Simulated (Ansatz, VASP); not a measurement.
**C in VASP and in Ansatz**

The input INCAR:

```
SYSTEM = C
PREC = Accurate ; ENCUT = 520
EDIFF = 1E-6 ; ISMEAR = 0
SIGMA = 0.1 ; LREAL = .FALSE.
LASPH = .TRUE. ; NELM = 100
ALGO = Normal ; ISIF = 2
LWAVE = .FALSE. ; LCHARG = .FALSE.
NBANDS = 16
```

The input KPOINTS:

```
regular mesh
0
G
  18 18 6
  0 0 0
```

Contents of POSCAR:

```
C
1.0
    1.2280479700     -2.1270618200      0.0000000000
    1.2280479700      2.1270618200      0.0000000000
    0.0000000000      0.0000000000      7.1732677600
C
4
Direct
    0.0833794600      0.9166205400      0.7531376000
    0.5833794600      0.4166205400      0.2468624000
    0.9166205400      0.0833794600      0.2468624000
    0.4166205400      0.5833794600      0.7531376000
```

Input for Ansatz:

```yaml
crystal:
  lattice:
    - [1.22804797, -2.12706182, 0.0]
    - [1.22804797, 2.12706182, 0.0]
    - [0.0, 0.0, 7.17326776]
  atoms:
    - { symbol: C, position: [0.08337946, 0.91662054, 0.7531376] }
    - { symbol: C, position: [0.58337946, 0.41662054, 0.2468624] }
    - { symbol: C, position: [0.91662054, 0.08337946, 0.2468624] }
    - { symbol: C, position: [0.41662054, 0.58337946, 0.7531376] }
basis:
  ecutwfc: 420
kpoints:
  mp_grid: { grid: [18, 18, 6] }
hamiltonian:
  xc: lda
scf:
  occupations: { method: gaussian, width: 0.1 }
output:
  forces: true
  stress: true
  eigenvalues: true
  populations: true
  write_density: true
  write_potential: true
  elf: true
  volumetric_format: npy
```

Alike in both runs: task single point; functional LDA; k mesh 18 × 18 × 6; occupations gaussian, width 0.1 eV; no spin polarisation.

|  | VASP | Ansatz |
| --- | --- | --- |
| version | VASP 6.6.1 | Ansatz 0.2.0 |
| potentials or method | VASP PAW LDA potentials, release 64 (C), cutoff 520 eV | scalar-relativistic, plane waves, PAW |
| valence electrons in the cell | 16 | 16 |

|  | VASP | Ansatz | Ansatz less VASP |
| --- | --- | --- | --- |
| gap on the k mesh at the Fermi level (eV) | 0.02 | 0.02 | 0.000 |
| least direct gap on the mesh (eV) | 0.02 | 0.02 | 0.000 |
| pressure (GPa) | -3.2 | -3.9 | -0.73 |
| traceless stress, the component that is largest in VASP (GPa) | 1.94 | 2.82 | +0.876 |
| rms of the force components (eV/Å) | 0.015 | 0.015 | 0.0000 |

LDA's correlation is that of Perdew and Zunger in VASP and of Perdew and Wang (1992) in Ansatz. Atom by atom the forces differ by 0.000 eV/Å (rms over components).
